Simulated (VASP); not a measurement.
# TaS2 (P-3m1) in VASP: notebook

TaS2 is run at these levels: LDA; tasks: electric field gradients.

Everything below comes from runs of VASP 6.6.1. Logs are shortened: lines on timing, memory, paths and dates and some standing lists are left out, and cuts for length are marked.

### Step 1. The cell of the first run

It takes space group P-3m1 (No. 164, trigonal). The conventional cell has a = 3.350 Å, b = 3.350 Å, c = 5.977 Å, α = 90.00°, β = 90.00°, γ = 120.00°. Ta (site symmetry -3m) has 6 S at 2.44 Å within 3.2 Å. S (site symmetry 3m) has 3 Ta at 2.44 Å within 3.2 Å.

### Step 2. Electric field gradients, LDA (zz strain of +2 %)

The input, INCAR:

```
SYSTEM = TaS2
  ALGO = Normal
  EDIFF = 1E-8
  ENCUT = 400
  GGA = CA
  GGA_COMPAT = .False.
  ISIF = 2
  ISMEAR = -1
  LASPH = .True.
  LCHARG = .False.
  LEFG = .True.
  LREAL = .False.
  LWAVE = .False.
  NBANDS = 18
  NELM = 120
  PREC = Accurate
  SIGMA = 0.03
```

The input, KPOINTS:

```
k-points
0
Gamma
  9 9 5
  0 0 0
```

The input, POSCAR:

```
TaS2
1.0
    3.3500021206      0.0000000000      0.0000000000
   -1.6750010603      2.9011869392      0.0000000000
    0.0000000000      0.0000000000      5.9772000000
Ta S
1 2
Direct
    0.0000000000      0.0000000000      0.0000000000
    0.3333333333      0.6666666667      0.2500000000
    0.6666666667      0.3333333333      0.7500000000
```

Potentials or basis: VASP PAW LDA potentials, release 64 (Ta_pv, S).

Command:

```console
> cat potpaw_LDA.64/Ta_pv/POTCAR potpaw_LDA.64/S/POTCAR > POTCAR
> mpirun -np 1 vasp_std > vasp.out
```

OUTCAR:

```text
SYSTEM = TaS2
   EDIFF = 1E-8
   ENCUT = 400
   GGA = CA
   ISIF = 2
   ISMEAR = -1
   LASPH = .True.
   LREAL = .False.
   NELM = 120
   PREC = Accurate

 ion  position               nearest neighbor table
   1  0.000  0.000  0.000-   2 2.44   3 2.44   3 2.44   2 2.44   3 2.44   2 2.44
   2  0.333  0.667  0.250-   1 2.44   1 2.44   1 2.44
   3  0.667  0.333  0.750-   1 2.44   1 2.44   1 2.44

  LATTYP: Found a hexagonal cell.
 ALAT       =     3.3500021206
 C/A-ratio  =     1.7842376765

  Lattice vectors:

 A1 = (   3.3500021206,   0.0000000000,   0.0000000000)
 A2 = (  -1.6750010603,   2.9011869392,   0.0000000000)
 A3 = (   0.0000000000,   0.0000000000,   5.9772000000)

Analysis of symmetry for initial positions (statically):
=====================================================================
 Subroutine PRICEL returns:
 Original cell was already a primitive cell.

 Routine SETGRP: Setting up the symmetry group for a
 hexagonal supercell.

 Subroutine GETGRP returns: Found 12 space group operations
 (whereof 12 operations were pure point group operations)
 out of a pool of 24 trial point group operations.

The static configuration has the point symmetry D_3d.

Analysis of symmetry for dynamics (positions and initial velocities):
=====================================================================
 Subroutine PRICEL returns:
 Original cell was already a primitive cell.

 Routine SETGRP: Setting up the symmetry group for a
 hexagonal supercell.

 Subroutine GETGRP returns: Found 12 space group operations
 (whereof 12 operations were pure point group operations)
 out of a pool of 24 trial point group operations.

The dynamic configuration has the point symmetry D_3d.

 Subroutine INISYM returns: Found 12 space group operations
 (whereof 12 operations are pure point group operations),
 and found     1 'primitive' translations

----------------------------------------------------------------------------------------

                                     Primitive cell

  volume of cell :      58.0923

  direct lattice vectors                    reciprocal lattice vectors
     3.350002121  0.000000000  0.000000000     0.298507274  0.172343255  0.000000000
    -1.675001060  2.901186939  0.000000000     0.000000000  0.344686510  0.000000000
     0.000000000  0.000000000  5.977200000     0.000000000  0.000000000  0.167302416

  length of vectors
     3.350002121  3.350002121  5.977200000     0.344686510  0.344686510  0.167302416

  position of ions in fractional coordinates (direct lattice)
     0.000000000  0.000000000  0.000000000
     0.333333333  0.666666667  0.250000000
     0.666666667  0.333333333  0.750000000

  ion indices of the primitive-cell ions
   primitive index   ion index
                 1           1
                 2           2
                 3           3

----------------------------------------------------------------------------------------

 KPOINTS: k-points

Automatic generation of k-mesh.
 Grid dimensions read from file:
 generate k-points for:    9    9    5

 Generating k-lattice:

  Cartesian coordinates                     Fractional coordinates (reciprocal lattice)
     0.033167475  0.019149251  0.000000000     0.111111111 -0.000000000  0.000000000
     0.000000000  0.038298501  0.000000000     0.000000000  0.111111111  0.000000000
     0.000000000  0.000000000  0.033460483     0.000000000  0.000000000  0.200000000

  Length of vectors
     0.038298501  0.038298501  0.033460483

  Shift w.r.t. Gamma in fractional coordinates (k-lattice)
     0.000000000  0.000000000  0.000000000

 Subroutine IBZKPT returns following result:
 ===========================================

 Found     50 irreducible k-points:

 Following reciprocal coordinates:
            Coordinates               Weight
  0.000000  0.000000  0.000000      1.000000
  0.111111  0.000000  0.000000      6.000000
  0.222222  0.000000  0.000000      6.000000
  0.333333 -0.000000  0.000000      6.000000
  0.444444  0.000000  0.000000      6.000000
  0.111111  0.111111  0.000000      6.000000
[... 16 lines left out ...]
  0.222222  0.111111  0.200000     12.000000
 -0.111111  0.333333  0.200000     12.000000
 [... further k-points ...]
   k-points           NKPTS =     50   k-points in BZ     NKDIM =     50   number of bands    NBANDS=     18
   number of dos      NEDOS =    301   number of ions     NIONS =      3
   total plane-waves  NPLWV =  23040
   dimension x,y,z NGX =    24 NGY =   24 NGZ =   40
   dimension x,y,z NGXF=    48 NGYF=   48 NGZF=   80
   ions per type =               1   2
   NGX,Y,Z   is equivalent  to a cutoff of  11.91, 11.91, 11.13 a.u.
   NGXF,Y,Z  is equivalent  to a cutoff of  23.82, 23.82, 22.25 a.u.
 SYSTEM =  TaS2
   PREC   = accura    normal or accurate (medium, high low for compatibility)
   ISTART =      0    job   : 0-new  1-cont  2-samecut
   ICHARG =      2    charge: 1-file 2-atom 10-const
   ISPIN  =      1    spin polarized calculation?
   LNONCOLLINEAR =      F non collinear calculations
   LSORBIT =      F    spin-orbit coupling
   LASPH  =      T    aspherical Exc in radial PAW
   ENCUT  =  400.0 eV  29.40 Ry    5.42 a.u.   5.46  5.46  9.75*2*pi/ulx,y,z
   NELM   =    120;   NELMIN=  2; NELMDL= -5     # of ELM steps
   EDIFF  = 0.1E-07   stopping-criterion for ELM
   LREAL  =      F    real-space projection
   EDIFFG = 0.1E-06   stopping-criterion for IOM
   NSW    =      0    number of steps for IOM
   IBRION =     -1    ionic relax: 0-MD 1-quasi-New 2-CG
   NFREE  =      0    steps in history (QN), initial steepest desc. (CG)
   ISIF   =      2    stress and relaxation
   ISYM   =      2    0-nonsym 1-usesym 2-fastsym
   POTIM  = 0.5000    time-step for ionic-motion
   TEBEG  =    0.0;   TEEND  =   0.0 temperature during run
   PSTRESS=    0.0 pullay stress
   NELECT =      23.0000    total number of electrons
   NUPDOWN=      -1.0000    fix difference up-down
   EMIN   =  10.00;   EMAX   =-10.00  energy-range for DOS
   EFERMI =   0.00;   METHOD = LEGACY
   ISMEAR =    -1;   SIGMA  =   0.03  broadening in eV -4-tet -1-fermi 0-gaus
   EFERMI_NEDOS =   21; number of points for ismear=-14 and -15
   IALGO  =     38    algorithm
   IMIX   =      4    mixing-type and parameters
     AMIX     =   0.40;   BMIX     =  1.00
     AMIX_MAG =   1.60;   BMIX_MAG =  1.00
  volume/ion in A,a.u.               =      19.36       130.68
  Fermi-wavevector in a.u.,A,eV,Ry     =   1.202111  2.271660 19.661384  1.445071
  Thomas-Fermi vector in A             =   2.337901
   LORBIT       =      0    0 simple, 1 ext, 2 COOP (PROOUT), +10 PAW based schemes
   GGA     = CA    functional components
   LHFCALC =     F    Hartree Fock is set to
   AEXX    =    0.0000 exact exchange contribution
   IVDW    =     0    specifies the selected vdW correction
   LEPSILON=     F    determine dielectric tensor
   LRPA    =     F    only Hartree local field effects (RPA)
 non-spin polarized calculation
  energy-cutoff  :      400.00
  volume of cell :       58.09
 maximum number of plane-waves:      1087
 NGX is ok and might be reduce to    24
   NGX = 11   NGY = 11   NGZ = 19

 number of electron      23.0000000 magnetization

 Free energy of the ion-electron system (eV)
  ---------------------------------------------------
  ext. energy  EPLUGINS =         0.00000000
  ---------------------------------------------------
  free energy    TOTEN  =       -25.46007361 eV

  energy without entropy =      -25.45426874  energy(sigma->0) =      -25.45717117

 E-fermi :   5.2485     XC(G=0): -10.7246

 val. band max:        5.2296897718   @ k =   0.2222   0.1111   0.0000
 cond. band min:       5.2497541056   @ k =   0.1111   0.0000   0.0000
 fundamental gap:      0.0200643338
 Fermi energy:         5.2484679246

 k-point     1 :       0.0000    0.0000    0.0000
  band No.  band energies     occupation
      1     -29.7946      2.00000
      2     -29.7695      2.00000
      3     -29.7695      2.00000
      4      -9.6342      2.00000
      5      -7.6579      2.00000
      6      -1.6003      2.00000
[... 10 lines left out ...]
     17      10.5459      0.00000
     18      10.5716      0.00000
[... 466 lines left out ...]
      2     -29.8255      2.00000
      3     -29.7566      2.00000
      4      -8.4546      2.00000
      5      -7.6838      2.00000
      6      -0.4677      2.00000
[... 10 lines left out ...]
     17      11.8530      0.00000
     18      12.7150      0.00000

 [... further k-points ...]

------------------------ aborting loop because EDIFF is reached ----------------------------------------

  FORCE on cell =-STRESS in cart. coord.  units (eV):
  Direction    XX          YY          ZZ          XY          YZ          ZX
  --------------------------------------------------------------------------------------
  -------------------------------------------------------------------------------------
  Total       -0.7792779     -0.7792779      0.4168223      0.0000000      0.0000000      0.0000000
  in kB      -21.4923733    -21.4923733     11.4958981      0.0000000      0.0000000      0.0000000
  external PRESSURE =     -10.4962828 kB  Pullay stress =       0.0000000 kB

 VOLUME and BASIS-vectors are now :
 -----------------------------------------------------------------------------
  energy-cutoff  :      400.00
  volume of cell :       58.09
      direct lattice vectors                 reciprocal lattice vectors
     3.350002121  0.000000000  0.000000000     0.298507274  0.172343255  0.000000000
    -1.675001060  2.901186939  0.000000000     0.000000000  0.344686510  0.000000000
     0.000000000  0.000000000  5.977200000     0.000000000  0.000000000  0.167302416

 POSITION                                       TOTAL-FORCE (eV/Angst)
 -----------------------------------------------------------------------------------
      0.00000      0.00000      0.00000         0.000000     -0.000000      0.000000
     -0.00000      1.93412      1.49430        -0.000000     -0.000000      0.370849
      1.67500      0.96706      4.48290         0.000000      0.000000     -0.370849
 -----------------------------------------------------------------------------------
    total drift:                               -0.000000      0.000000      0.000000

  FREE ENERGIE OF THE ION-ELECTRON SYSTEM (eV)
  ---------------------------------------------------
  free  energy   TOTEN  =       -25.4600736128 eV

  energy  without entropy=      -25.4542687365  energy(sigma->0) =      -25.45717117

 Electric field gradients (V/A^2)
---------------------------------------------------------------------
 ion       V_xx      V_yy      V_zz      V_xy      V_xz      V_yz
---------------------------------------------------------------------
   1      72.987    72.986  -145.973    -0.000    -0.000     0.000
   2       7.259     7.259   -14.518    -0.000    -0.000     0.000
   3       7.259     7.259   -14.518    -0.000    -0.000     0.000
---------------------------------------------------------------------

 Electric field gradients after diagonalization (V/A^2)
 (convention: |V_zz| > |V_xx| > |V_yy|)
----------------------------------------------------------------------
 ion       V_xx      V_yy      V_zz     asymmetry (V_yy - V_xx)/ V_zz
----------------------------------------------------------------------
   1      72.987    72.986  -145.973       0.000
   2       7.259     7.259   -14.518       0.000
   3       7.259     7.259   -14.518       0.000
----------------------------------------------------------------------

           NMR quadrupolar parameters

 Cq : quadrupolar parameter    Cq=e*Q*V_zz/h
 eta: asymmetry parameters     (V_yy - V_xx)/ V_zz
 Q  : nuclear electric quadrupole moment in mb (millibarn)
----------------------------------------------------------------------
 ion       Cq(MHz)       eta       Q (mb)
----------------------------------------------------------------------
   1      -0.353       0.000       1.000
   2      -0.035       0.000       1.000
   3      -0.035       0.000       1.000
----------------------------------------------------------------------
```

It took 16 s on 1 thread of Intel Xeon Platinum 8559C (Emerald Rapids), shared host; peak memory 0.16 GiB.

Results:

| Property | Result |
| --- | --- |
| Free energy | -25.4601 eV |
| Pressure | -1.0 GPa |
| Largest force | 0.371 eV/Å |
| Band gap on the k mesh | zero (an odd number of electrons rules out a gap without spin polarisation) |
| Largest electric field gradient by atom | Ta -146.0; S -14.5 V/Å² |

Forces in eV/Å, atoms in the order of the input:
```
Ta   0.000  0.000  0.000
S    0.000  0.000  0.371
S    0.000  0.000 -0.371
```

Stress tensor (GPa, compression positive):
```
-2.15  0.00  0.00
 0.00 -2.15  0.00
 0.00  0.00  1.15
```

Electric field gradients, principal values (V/Å²):
```
atom   least  middle  greatest (by size)
1 Ta  72.986  72.987            -145.973
 2 S   7.259   7.259             -14.518
 3 S   7.259   7.259             -14.518
```

Caveat: the cell differs from its parent crystal (zz strain of +2 %); without QUAD_EFG the Cq values of the log hold for a quadrupole moment of 1 mb, not for the nuclei; spin-orbit coupling is left out, which moves the levels of the heavy elements.

(Part 1 of 2 ends here.)
